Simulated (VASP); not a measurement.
A run of VASP 6.6.1 is set up as follows.

Contents of INCAR:

```
  PREC = Accurate
  ENCUT = 520
  EDIFF = 1E-7
  ISMEAR = 0
  SIGMA = 0.02
  LREAL = False
  LASPH = True
  NELM = 60
  ALGO = Normal
  ISIF = 2
  LWAVE = False
  LCHARG = True
  GGA = PE
  LELF = True
  LVHAR = True
  NBANDS = 16
```

The input KPOINTS:

```
Automatic mesh
0
Gamma
  8 8 8
```

POSCAR

```
CdS
1.0
    0.0000000000      2.9165000000      2.9165000000
    2.9165000000      0.0000000000      2.9165000000
    2.9165000000      2.9165000000      0.0000000000
Cd S
1 1
Direct
    0.0000000000      0.0000000000      0.0000000000
    0.2500000000      0.2500000000      0.2500000000
```

Potentials or basis: VASP PAW PBE potentials, release 64 (Cd, S).

Run with:

```bash
$ cat potpaw_PBE.64/Cd/POTCAR potpaw_PBE.64/S/POTCAR > POTCAR
$ mpirun -np 1 vasp_std > vasp.out
```

(1) What does it give for the pressure?

(2) What does it give for the band gap on the k mesh?

## Answers

(1) 3.2 GPa.

(2) 1.15 eV, direct.
